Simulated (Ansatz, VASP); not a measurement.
# One calculation of Sb, two programs

File INCAR:

```
SYSTEM = Sb
PREC     = Accurate       ! precision mode
ENCUT    = 520            ! plane-wave cutoff, eV
EDIFF    = 1E-6           ! SCF threshold, eV
ISMEAR   = -1             ! smearing method
SIGMA    = 0.05           ! smearing width, eV
LREAL    = .False.        ! projectors in reciprocal space
LASPH    = .True.         ! aspherical terms in the spheres
NELM     = 80             ! most SCF steps
ALGO     = Normal         ! electronic algorithm
ISIF     = 2              ! what is computed and relaxed
LWAVE    = .False.        ! write WAVECAR
LCHARG   = .False.        ! write CHGCAR
GGA      = PS             ! functional
NBANDS   = 12             ! bands
```

The input KPOINTS:

```
regular mesh
0
Gamma
  12 12 7
  0 0 0
```

The input POSCAR:

```
Sb
1.0
    3.3234675684      0.0000000000      0.0000000000
   -1.6617337843      2.8782073429      0.0000000000
    0.0000000000      0.0000000000      5.2579641425
Sb
2
Direct
    0.3333333333      0.6666666667      0.2500000000
    0.6666666667      0.3333333333      0.7500000000
```

Input for Ansatz:

```yaml
crystal:
  lattice:
    - [3.3234675684, 0.0, 0.0]
    - [-1.6617337843, 2.8782073429, 0.0]
    - [0.0, 0.0, 5.2579641425]
  atoms:
    - { symbol: Sb, position: [0.3333333333, 0.6666666667, 0.25] }
    - { symbol: Sb, position: [0.6666666667, 0.3333333333, 0.75] }
kpoints:
  mp_grid: { grid: [12, 12, 7] }
  band_path:
    path:
      - [0.0, 0.0, 0.0]
      - [0.5, 0.0, 0.0]
      - [0.3333333333, 0.3333333333, 0.0]
      - [0.0, 0.0, 0.0]
      - [0.0, 0.0, 0.5]
      - [0.5, 0.0, 0.5]
      - [0.3333333333, 0.3333333333, 0.5]
      - [0.0, 0.0, 0.5]
      - [0.5, 0.0, 0.5]
    npoints: 5
scf:
  occupations: { method: fermi_dirac, width: 0.05 }
hamiltonian:
  xc: pbesol
  pseudopotentials: { kind: all_electron, lapw: { basis_error: 0.0005 } }
output:
  forces: true
  stress: true
  eigenvalues: true
```

Change from the starting cell: volume scaled by 0.96.

Alike in both runs: task single point; functional PBEsol; k mesh 12 × 12 × 7; occupations fermi-dirac, width 0.05 eV; no spin polarisation.

|  | VASP | Ansatz |
| --- | --- | --- |
| version | VASP 6.6.1 | Ansatz 0.2.0 |
| potentials or method | VASP PAW PBE potentials, release 64 (Sb), cutoff 520 eV | all-electron LAPW, scalar-relativistic |

VASP gave:

```
pressure (GPa)                                                : 2.9
traceless stress, the component that is largest in VASP (GPa) : -0.84
```

Problem. What did Ansatz give for the same quantities?

Solution. Pressure (GPa): 2.9; traceless stress, the component that is largest in VASP (GPa): -0.85.

VASP's potentials were made for PBE, not for PBEsol. Ansatz ran all-electron here, and VASP with PAW potentials.

Spin-orbit coupling is off throughout.
